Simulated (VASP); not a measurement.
# NiO (Fm-3m) in VASP: further runs

Runs on NiO. Level: PBEsol. Tasks: single point.

All numbers are computed with VASP 6.6.1; they aren't measurements. Logs are shortened: lines on timing, memory, paths and dates and some standing lists are left out, and cuts for length are marked.

**Measured values to compare with.**

From “Local correlations, non-local screening, multiplets, and band formation in NiO”, 2012, arxiv:1210.6675, for a bulk crystal of NiO: band gap 4.3 eV.

The results are compared with them further down.

### 1 The cell of the first run

Symmetry: Fm-3m, No. 225, cubic system. Conventional cell: a = 4.032 Å, b = 4.032 Å, c = 4.032 Å, α = 90.00°, β = 90.00°, γ = 90.00°. Within 2.7 Å of Ni (site symmetry m-3m) lie 6 O at 2.02 Å. O (site symmetry m-3m) has 6 Ni at 2.02 Å within 2.7 Å.

### 2 Single point, PBEsol, collinear spin, ferromagnetic start (8.19 Å³/atom)

Contents of INCAR:

```
PREC     = Accurate       # precision mode
ENCUT    = 520            # plane-wave cutoff, eV
EDIFF    = 1E-6           # SCF threshold, eV
ISMEAR   = 0              # smearing method
SIGMA    = 0.1            # smearing width, eV
LREAL    = F              # projectors in reciprocal space
LASPH    = T              # aspherical terms in the spheres
NELM     = 150            # most SCF steps
ALGO     = Normal         # electronic algorithm
ISIF     = 2              # what is computed and relaxed
LWAVE    = F              # write WAVECAR
LCHARG   = F              # write CHGCAR
ISPIN    = 2              # spin polarisation
MAGMOM   = 1.14 0.2       # initial moments
LORBIT   = 11             # projections on sites
LMAXMIX  = 4              # l up to which the mixer works
GGA      = PS             # functional
NBANDS   = 19             # bands
```

Contents of KPOINTS:

```
Automatic mesh
0
Gamma
  18 18 18
```

Contents of POSCAR:

```
NiO
1.0
    0.0000000000      2.0160428105      2.0160428105
    2.0160428105      0.0000000000      2.0160428105
    2.0160428105      2.0160428105      0.0000000000
Ni O
1 1
Direct
    0.0000000000      0.0000000000      0.0000000000
    0.5000000000      0.5000000000      0.5000000000
```

Potentials or basis: VASP PAW PBE potentials, release 64 (Ni, O).

Started as:

```console
$ cat potpaw_PBE.64/Ni/POTCAR potpaw_PBE.64/O/POTCAR > POTCAR
$ mpirun -np 1 vasp_std > vasp.out
```

OUTCAR:

```text
PREC = Accurate
   ENCUT = 520
   EDIFF = 1E-6
   ISMEAR = 0
   LREAL = F
   LASPH = T
   NELM = 150
   ISIF = 2
   ISPIN = 2
   LORBIT = 11
   GGA = PS

 ion  position               nearest neighbor table
   1  0.000  0.000  0.000-   2 2.02   2 2.02   2 2.02   2 2.02   2 2.02   2 2.02
   2  0.500  0.500  0.500-   1 2.02   1 2.02   1 2.02   1 2.02   1 2.02   1 2.02

  LATTYP: Found a face centered cubic cell.
 ALAT       =     4.0320856210

  Lattice vectors:

 A1 = (   0.0000000000,   2.0160428105,   2.0160428105)
 A2 = (   2.0160428105,   0.0000000000,   2.0160428105)
 A3 = (   2.0160428105,   2.0160428105,   0.0000000000)

Analysis of symmetry for initial positions (statically):
=====================================================================
 Subroutine PRICEL returns:
 Original cell was already a primitive cell.

 Routine SETGRP: Setting up the symmetry group for a
 face centered cubic supercell.

 Subroutine GETGRP returns: Found 48 space group operations
 (whereof 48 operations were pure point group operations)
 out of a pool of 48 trial point group operations.

The static configuration has the point symmetry O_h .

Analysis of symmetry for dynamics (positions and initial velocities):
=====================================================================
 Subroutine PRICEL returns:
 Original cell was already a primitive cell.

 Routine SETGRP: Setting up the symmetry group for a
 face centered cubic supercell.

 Subroutine GETGRP returns: Found 48 space group operations
 (whereof 48 operations were pure point group operations)
 out of a pool of 48 trial point group operations.

The dynamic configuration has the point symmetry O_h .

Analysis of structural, dynamic, and magnetic symmetry:
=====================================================================
 Subroutine PRICEL returns:
 Original cell was already a primitive cell.

 Routine SETGRP: Setting up the symmetry group for a
 face centered cubic supercell.

 Subroutine GETGRP returns: Found 48 space group operations
 (whereof 48 operations were pure point group operations)
 out of a pool of 48 trial point group operations.

The overall configuration has the point symmetry O_h .

 Subroutine INISYM returns: Found 48 space group operations
 (whereof 48 operations are pure point group operations),
 and found     1 'primitive' translations

----------------------------------------------------------------------------------------

                                     Primitive cell

  volume of cell :      16.3881

  direct lattice vectors                    reciprocal lattice vectors
     0.000000000  2.016042811  2.016042811    -0.248010606  0.248010606  0.248010606
     2.016042811  0.000000000  2.016042811     0.248010606 -0.248010606  0.248010606
     2.016042811  2.016042811  0.000000000     0.248010606  0.248010606 -0.248010606

  length of vectors
     2.851115085  2.851115085  2.851115085     0.429566971  0.429566971  0.429566971

  position of ions in fractional coordinates (direct lattice)
     0.000000000  0.000000000  0.000000000
     0.500000000  0.500000000  0.500000000

  ion indices of the primitive-cell ions
   primitive index   ion index
                 1           1
                 2           2

----------------------------------------------------------------------------------------

 KPOINTS: Automatic mesh

Automatic generation of k-mesh.
 Grid dimensions read from file:
 generate k-points for:   18   18   18

 Generating k-lattice:

  Cartesian coordinates                     Fractional coordinates (reciprocal lattice)
    -0.013778367  0.013778367  0.013778367     0.055555556  0.000000000  0.000000000
     0.013778367 -0.013778367  0.013778367     0.000000000  0.055555556  0.000000000
     0.013778367  0.013778367 -0.013778367     0.000000000  0.000000000  0.055555556

  Length of vectors
     0.023864832  0.023864832  0.023864832

  Shift w.r.t. Gamma in fractional coordinates (k-lattice)
     0.000000000  0.000000000  0.000000000

 Subroutine IBZKPT returns following result:
 ===========================================

 Found    195 irreducible k-points:

 Following reciprocal coordinates:
            Coordinates               Weight
  0.000000  0.000000  0.000000      1.000000
  0.055556  0.000000  0.000000      8.000000
  0.111111  0.000000  0.000000      8.000000
  0.166667  0.000000  0.000000      8.000000
  0.222222  0.000000  0.000000      8.000000
  0.277778  0.000000  0.000000      8.000000
[... 16 lines left out ...]
 -0.277778  0.055556  0.000000     24.000000
 -0.222222  0.055556  0.000000     24.000000
 [... further k-points ...]
   k-points           NKPTS =    195   k-points in BZ     NKDIM =    195   number of bands    NBANDS=     19
   number of dos      NEDOS =    301   number of ions     NIONS =      2
   total plane-waves  NPLWV =  13824
   dimension x,y,z NGX =    24 NGY =   24 NGZ =   24
   dimension x,y,z NGXF=    48 NGYF=   48 NGZF=   48
   ions per type =               1   1
   NGX,Y,Z   is equivalent  to a cutoff of  13.99, 13.99, 13.99 a.u.
   NGXF,Y,Z  is equivalent  to a cutoff of  27.99, 27.99, 27.99 a.u.
 SYSTEM =  unknown system
   PREC   = accura    normal or accurate (medium, high low for compatibility)
   ISTART =      0    job   : 0-new  1-cont  2-samecut
   ICHARG =      2    charge: 1-file 2-atom 10-const
   ISPIN  =      2    spin polarized calculation?
   LNONCOLLINEAR =      F non collinear calculations
   LSORBIT =      F    spin-orbit coupling
   LASPH  =      T    aspherical Exc in radial PAW
   ENCUT  =  520.0 eV  38.22 Ry    6.18 a.u.   5.30  5.30  5.30*2*pi/ulx,y,z
   NELM   =    150;   NELMIN=  2; NELMDL= -5     # of ELM steps
   EDIFF  = 0.1E-05   stopping-criterion for ELM
   LREAL  =      F    real-space projection
   EDIFFG = 0.1E-04   stopping-criterion for IOM
   NSW    =      0    number of steps for IOM
   IBRION =     -1    ionic relax: 0-MD 1-quasi-New 2-CG
   NFREE  =      0    steps in history (QN), initial steepest desc. (CG)
   ISIF   =      2    stress and relaxation
   ISYM   =      2    0-nonsym 1-usesym 2-fastsym
   POTIM  = 0.5000    time-step for ionic-motion
   TEBEG  =    0.0;   TEEND  =   0.0 temperature during run
   PSTRESS=    0.0 pullay stress
   NELECT =      16.0000    total number of electrons
   NUPDOWN=      -1.0000    fix difference up-down
   EMIN   =  10.00;   EMAX   =-10.00  energy-range for DOS
   EFERMI =   0.00;   METHOD = LEGACY
   ISMEAR =     0;   SIGMA  =   0.10  broadening in eV -4-tet -1-fermi 0-gaus
   EFERMI_NEDOS =   21; number of points for ismear=-14 and -15
   IALGO  =     38    algorithm
   IMIX   =      4    mixing-type and parameters
     AMIX     =   0.40;   BMIX     =  1.00
     AMIX_MAG =   1.60;   BMIX_MAG =  1.00
  volume/ion in A,a.u.               =       8.19        55.30
  Fermi-wavevector in a.u.,A,eV,Ry     =   1.624071  3.069050 35.886827  2.637607
  Thomas-Fermi vector in A             =   2.717418
   LORBIT       =     11    0 simple, 1 ext, 2 COOP (PROOUT), +10 PAW based schemes
   GGA     = PS    functional components
   LHFCALC =     F    Hartree Fock is set to
   AEXX    =    0.0000 exact exchange contribution
   IVDW    =     0    specifies the selected vdW correction
   LEPSILON=     F    determine dielectric tensor
   LRPA    =     F    only Hartree local field effects (RPA)
 spin polarized calculation
 Gauss-broadening in eV      SIGMA  =   0.10
  energy-cutoff  :      520.00
  volume of cell :       16.39
 maximum number of plane-waves:       459
 NGX is ok and might be reduce to    24
   NGX = 11   NGY = 11   NGZ = 11

 number of electron      16.0000007 magnetization       0.6904917

 Free energy of the ion-electron system (eV)
  ---------------------------------------------------
  ext. energy  EPLUGINS =         0.00000000
  ---------------------------------------------------
  free energy    TOTEN  =       -12.36282037 eV

  energy without entropy =      -12.35476878  energy(sigma->0) =      -12.35879457

 E-fermi :   9.3848     XC(G=0): -13.5762

 val. band max:        9.3831997443   @ k =   0.2222   0.2222   0.0000
 cond. band min:       9.3927671824   @ k =   0.4444   0.1667   0.0000
 fundamental gap:      0.0095674381
 Fermi energy:         9.3847734150

 spin component 1

 k-point     1 :       0.0000    0.0000    0.0000
  band No.  band energies     occupation
      1     -12.1307      1.00000
      2       5.7608      1.00000
      3       5.7608      1.00000
      4       5.7608      1.00000
      5       6.9321      1.00000
      6       6.9321      1.00000
[... 11 lines left out ...]
     18      36.7033      0.00000
     19      36.7033      0.00000

 k-point     2 :       0.0556    0.0000    0.0000
  band No.  band energies     occupation
      1     -12.0875      1.00000
      2       5.4213      1.00000
      3       5.5024      1.00000
      4       5.5024      1.00000
      5       6.9651      1.00000
      6       6.9651      1.00000
[... 11 lines left out ...]
     18      37.4661      0.00000
     19      37.4661      0.00000

 k-point     3 :       0.1111    0.0000    0.0000
  band No.  band energies     occupation
      1     -11.9623      1.00000
      2       4.6713      1.00000
      3       5.0198      1.00000
      4       5.0198      1.00000
      5       7.0446      1.00000
      6       7.0446      1.00000
[... 434 lines left out ...]
      1     -11.0906      1.00000
      2       1.6560      1.00000
      3       3.4643      1.00000
      4       3.6388      1.00000
      5       7.4880      1.00000
      6       7.5592      1.00000
[... 11 lines left out ...]
     18      41.8349      0.00000
     19      43.1134      0.00000

 k-point    24 :      -0.2222    0.0556    0.0000
  band No.  band energies     occupation
      1     -11.3832      1.00000
      2       2.4671      1.00000
      3       3.7985      1.00000
      4       4.0436      1.00000
      5       7.3212      1.00000
      6       7.3977      1.00000
[... 11 lines left out ...]
     18      41.7093      0.00000
     19      43.0206      0.00000

 [... further k-points ...]

 spin component 2

 k-point     1 :       0.0000    0.0000    0.0000
  band No.  band energies     occupation
      1     -11.9782      1.00000
      2       5.9417      1.00000
      3       5.9417      1.00000
      4       5.9417      1.00000
      5       7.2936      1.00000
      6       7.2936      1.00000
[... 11 lines left out ...]
     18      36.9506      0.00000
     19      36.9506      0.00000

 k-point     2 :       0.0556    0.0000    0.0000
  band No.  band energies     occupation
      1     -11.9348      1.00000
      2       5.6087      1.00000
      3       5.7497      1.00000
      4       5.7497      1.00000
      5       7.3441      1.00000
      6       7.3441      1.00000
[... 11 lines left out ...]
     18      37.7071      0.00000
     19      37.7071      0.00000

 k-point     3 :       0.1111    0.0000    0.0000
  band No.  band energies     occupation
      1     -11.8085      1.00000
      2       4.8571      1.00000
      3       5.3339      1.00000
      4       5.3339      1.00000
      5       7.4475      1.00000
      6       7.4475      1.00000
[... 434 lines left out ...]
      1     -10.9291      1.00000
      2       1.8207      1.00000
      3       3.8494      1.00000
      4       3.9741      1.00000
      5       7.8935      1.00000
      6       8.0164      1.00000
[... 11 lines left out ...]
     18      42.0127      0.00000
     19      43.3216      0.00000

 k-point    24 :      -0.2222    0.0556    0.0000
  band No.  band energies     occupation
      1     -11.2245      1.00000
      2       2.6450      1.00000
      3       4.1832      1.00000
      4       4.3587      1.00000
      5       7.7160      1.00000
      6       7.8642      1.00000
[... 11 lines left out ...]
     18      41.9229      0.00000
     19      43.2581      0.00000

 [... further k-points ...]

------------------------ aborting loop because EDIFF is reached ----------------------------------------

  FORCE on cell =-STRESS in cart. coord.  units (eV):
  Direction    XX          YY          ZZ          XY          YZ          ZX
  --------------------------------------------------------------------------------------
  -------------------------------------------------------------------------------------
  Total        1.3691854      1.3691854      1.3691854     -0.0000000      0.0000000      0.0000000
  in kB      133.8577778    133.8577778    133.8577778     -0.0000000      0.0000000      0.0000000
  external PRESSURE =     133.8577778 kB  Pullay stress =       0.0000000 kB

 VOLUME and BASIS-vectors are now :
 -----------------------------------------------------------------------------
  energy-cutoff  :      520.00
  volume of cell :       16.39
      direct lattice vectors                 reciprocal lattice vectors
     0.000000000  2.016042811  2.016042811    -0.248010606  0.248010606  0.248010606
     2.016042811  0.000000000  2.016042811     0.248010606 -0.248010606  0.248010606
     2.016042811  2.016042811  0.000000000     0.248010606  0.248010606 -0.248010606

 POSITION                                       TOTAL-FORCE (eV/Angst)
 -----------------------------------------------------------------------------------
      0.00000      0.00000      0.00000        -0.000000     -0.000000     -0.000000
      2.01604      2.01604      2.01604         0.000000      0.000000      0.000000
 -----------------------------------------------------------------------------------
    total drift:                                0.000000     -0.000000     -0.000000

  FREE ENERGIE OF THE ION-ELECTRON SYSTEM (eV)
  ---------------------------------------------------
  free  energy   TOTEN  =       -12.3628203736 eV

  energy  without entropy=      -12.3547687754  energy(sigma->0) =      -12.35879457

 total charge

# of ion       s       p       d       tot
------------------------------------------
    1        0.371   0.489   8.412   9.272
    2        1.565   3.409   0.000   4.974
--------------------------------------------------
tot          1.936   3.898   8.412  14.246

 magnetization (x)

# of ion       s       p       d       tot
------------------------------------------
    1        0.007   0.009   0.567   0.584
    2        0.015   0.074   0.000   0.089
--------------------------------------------------
tot          0.023   0.083   0.567   0.673
```

Wall time 2.6 min (1 thread of Intel Xeon 8259CL, shared host); peak memory 0.22 GiB.

What came out:

```yaml
Free_energy: -12.3628 eV
Pressure: 13.4 GPa
Net_moment: 0.69 μB per cell
Site_moments: Ni +0.58; O +0.09 μB
Valence_electrons_inside_the_program's_atomic_spheres: Ni 9.27; O 4.97
```

Levels at points of the mesh, in eV from the Fermi level:
Spin up:
```tsv
k point	band 7	band 8	band 9	band 10	band 11	band 12
(0.00, 0.00, 0.00)	-2.45	-2.39	-2.39	2.10	17.90	19.68
(0.50, 0.00, 0.00)	-0.99	1.08	1.08	5.65	10.93	14.61
(0.50, 0.50, 0.00)	-1.16	-1.13	-1.13	6.85	11.08	12.67
```
Spin down:
| k point | band 4 | band 5 | band 6 | band 7 | band 8 | band 9 | band 10 | band 11 | band 12 | band 13 |
| --- | --- | --- | --- | --- | --- | --- | --- | --- | --- | --- |
| (0.00, 0.00, 0.00) | -3.44 | -2.09 | -2.09 | -2.09 | -1.47 | -1.47 | 2.24 | 17.89 | 19.79 | 19.79 |
| (0.50, 0.00, 0.00) | -6.07 | -1.03 | -1.03 | -0.61 | 1.83 | 1.83 | 5.73 | 11.13 | 14.73 | 14.73 |
| (0.50, 0.50, 0.00) | -4.91 | -3.34 | -0.97 | -0.72 | -0.72 | -0.19 | 7.04 | 11.22 | 12.81 | 17.91 |

Caveat: the cell stands under pressure; the PAW data sets were made with another functional, which shifts forces and pressure a little; a cell with one magnetic atom can't hold antiferromagnetic order, which such compounds often take; semilocal functionals often make such compounds metallic where correlation or magnetic order opens a gap, which also shifts bond lengths.

### 3 Single point, PBEsol, collinear spin, ferromagnetic start (8.46 Å³/atom)

This run uses another cell than the first one, of 8.46 Å³/atom.

Contents of INCAR:

```
SYSTEM = NiO
  ALGO = Normal
  EDIFF = 1E-7
  ENCUT = 520
  GGA = PS
  ISIF = 2
  ISMEAR = 0
  ISPIN = 2
  LASPH = .True.
  LCHARG = .True.
  LELF = .True.
  LMAXMIX = 4
  LORBIT = 11
  LREAL = .False.
  LVHAR = .True.
  LWAVE = .False.
  MAGMOM = 1.14 0.2
  NBANDS = 19
  NELM = 150
  PREC = Accurate
  SIGMA = 0.1
```

Contents of KPOINTS:

```
k-points
0
Gamma
  18 18 18
  0 0 0
```

Contents of POSCAR:

```
NiO
1.0
    0.0000000000      2.0372658734      2.0372658734
    2.0372658734      0.0000000000      2.0372658734
    2.0372658734      2.0372658734      0.0000000000
Ni O
1 1
Direct
    0.0000000000      0.0000000000      0.0000000000
    0.5000000000      0.5000000000      0.5000000000
```

Potentials or basis: VASP PAW PBE potentials, release 64 (Ni, O).

Started as:

```console
$ cat potpaw_PBE.64/Ni/POTCAR potpaw_PBE.64/O/POTCAR > POTCAR
$ mpirun -np 1 vasp_std > vasp.out
```

Wall time 2.6 min (1 thread of Intel Xeon 8259CL, shared host); peak memory 0.23 GiB.

It converged, with:

* Free energy: -12.3928 eV
* Pressure: 4.9 GPa
* Net moment: 0.78 μB per cell
* Site moments: Ni +0.66; O +0.10 μB
* Valence electrons inside the program's atomic spheres: Ni 9.20; O 4.96

Levels at points of the mesh, in eV from the Fermi level:
Spin up:
```
           k point  band 7  band 8  band 9  band 10  band 11  band 12
(0.00, 0.00, 0.00)   -2.37   -2.37   -2.37     1.90    17.82    19.43
(0.50, 0.00, 0.00)   -0.98    0.98    0.98     5.60    10.61    14.42
(0.50, 0.50, 0.00)   -1.24   -1.13   -1.13     6.64    10.87    12.53
```
Spin down:
| k point | band 5 | band 6 | band 7 | band 8 | band 9 | band 10 | band 11 | band 12 |
| --- | --- | --- | --- | --- | --- | --- | --- | --- |
| (0.00, 0.00, 0.00) | -1.96 | -1.96 | -1.96 | -1.33 | -1.33 | 2.06 | 17.82 | 19.56 |
| (0.50, 0.00, 0.00) | -0.96 | -0.96 | -0.56 | 1.81 | 1.81 | 5.68 | 10.84 | 14.55 |
| (0.50, 0.50, 0.00) | -3.13 | -0.85 | -0.67 | -0.67 | -0.16 | 6.85 | 11.02 | 12.69 |

Caveat: the cell stands under pressure; the PAW data sets were made with another functional, which shifts forces and pressure a little; a cell with one magnetic atom can't hold antiferromagnetic order, which such compounds often take; semilocal functionals often make such compounds metallic where correlation or magnetic order opens a gap, which also shifts bond lengths.

(Continued in part 2 of 2.)
